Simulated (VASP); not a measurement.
A run of VASP 6.6.1 is set up as follows.

The input INCAR:

```
PREC = Accurate
ENCUT = 520
EDIFF = 1E-6
ISMEAR = 0
SIGMA = 0.05
LREAL = Auto
LASPH = T
NELM = 150
ALGO = Normal
ISIF = 2
LWAVE = F
LCHARG = F
ISPIN = 2
MAGMOM = 0 0 0 0 0 0 0 0 0 0 0 0 0 0 0 0 0 0 0 0 0 0 0 0 0 0 0 0 0 0 0 0 0 0 0 0 0 0 0 0 0 0 0 0 0 0 0 0 0 0 0 0 0 0 0 0 0 0 0 0 0 0 0
LORBIT = 11
GGA = PE
NBANDS = 358
```

File KPOINTS:

```
regular mesh
0
Gamma
  1 1 1
```

File POSCAR:

```
Sn32O31
1.0
  -10.9476480000      0.0000000000      0.0000000000
    0.0000000000    -10.9511840000      0.0000000000
    0.0000000000      5.4755920000     10.2219600000
Sn O
32 31
Direct
   -0.0040164780      0.3069121293      0.8656467538
    0.0039055337      0.8073810551      0.8613695986
    0.7458245648      0.0553142827      0.8613636124
    0.7543106701      0.5598061103      0.8656317585
    0.5050904093      0.8074055183      0.8627378096
    0.4955997769      0.3069778326      0.8651586622
    0.2546101985      0.5584693811      0.8651837849
    0.2450152567      0.0553559389      0.8624190772
    0.0010109841      0.1945407385      0.1355088060
    0.0021204278      0.6928676895      0.1368368837
    0.7480777850      0.9423751778      0.1365650591
    0.7492433297      0.4434962919      0.1373232399
    0.5002873309      0.6928070377      0.1364728085
    0.4996871217      0.1946240468      0.1374604025
    0.2518441214      0.4432482228      0.1361025391
    0.2490902090      0.9417122510      0.1373569087
   -0.0004083324      0.0558851267      0.3642755872
    0.0023075103      0.5568842084      0.3638183901
    0.7494383606      0.8066156364      0.3640004520
    0.7497108675      0.3074505930      0.3646339931
    0.5004763415      0.5575499503      0.3650929584
    0.4988356828      0.0557588627      0.3643347956
    0.2491947999      0.3081684555      0.3638561521
    0.2512185982      0.8059817610      0.3648911927
    0.0043734263      0.4446584675      0.6391230440
   -0.0039708099      0.9445375528      0.6348380731
    0.7457935168      0.1956899466      0.6391123741
    0.7538983958      0.6909870193      0.6346448986
    0.4956220336      0.9433324938      0.6355038372
    0.5051810029      0.4431053778      0.6380341685
    0.2544805826      0.6920807163      0.6354662447
    0.2451523090      0.1952899026      0.6381638489
    0.8762380058      0.6250128088      0.2503947158
    0.6257894216      0.8750565829      0.2483866425
    0.6265092395      0.3759415397      0.2542631555
    0.3761651376      0.6248214902      0.2508551844
    0.3733176873      0.1248915020      0.2504677712
    0.1250714611      0.3723667743      0.2462830949
    0.1237652354      0.8780013780      0.2554369112
    0.8690840934      0.1259009630      0.7502458683
    0.8808098895      0.6259916790      0.7502613082
    0.6253224058      0.8710239635      0.7432580644
    0.6253264309      0.3798931956      0.7575203965
    0.3830241215      0.6250235489      0.7500828864
    0.3671539047      0.1253268824      0.7502958897
    0.1248577040      0.3784757244      0.7571696934
    0.1246324677      0.8726263434      0.7426103708
    0.8751108518      0.3753796054      0.7492688204
    0.8749281167      0.8759787286      0.7502133282
    0.6186300910      0.1253881516      0.7502834786
    0.6318973594      0.6252644197      0.7501825601
    0.3750793917      0.8762593477      0.7522110835
    0.3752021057      0.3741996159      0.7483370044
    0.1314456340      0.6260561751      0.7509346859
    0.1182218929      0.1257963276      0.7505430548
    0.8746339757      0.8751349902      0.2494985678
    0.8756545359      0.3745447309      0.2512764158
    0.6255242492      0.6250480742      0.2506917609
    0.6247666345      0.1254495499      0.2511203390
    0.3757142332      0.3764090721      0.2515553738
    0.3749895222      0.8735466550      0.2502584737
    0.1214785988      0.1249039962      0.2500515583
    0.1270811261      0.6247092791      0.2498667010
```

Potentials or basis: VASP PAW PBE potentials, release 64 (Sn_d, O).

Run with:

```bash
$ cat potpaw_PBE.64/Sn_d/POTCAR potpaw_PBE.64/O/POTCAR > POTCAR
$ mpirun -np 1 vasp_gam > vasp.out
```

Task: What does it give for the largest force?

Result: 0.107 eV/Å.

Task: What does it give for the pressure?

Result: 0.0 GPa.

Task: Estimate the band gap on the k mesh.

Result: 0.66 eV.

Stress tensor (GPa, compression positive):
```
 0.41 -0.01  0.00
-0.01 -0.14  0.02
 0.00  0.02 -0.26
```

Caveat: the k points lie up to 0.65 Å⁻¹ apart; spin-orbit coupling is left out, which moves the levels of the heavy elements.
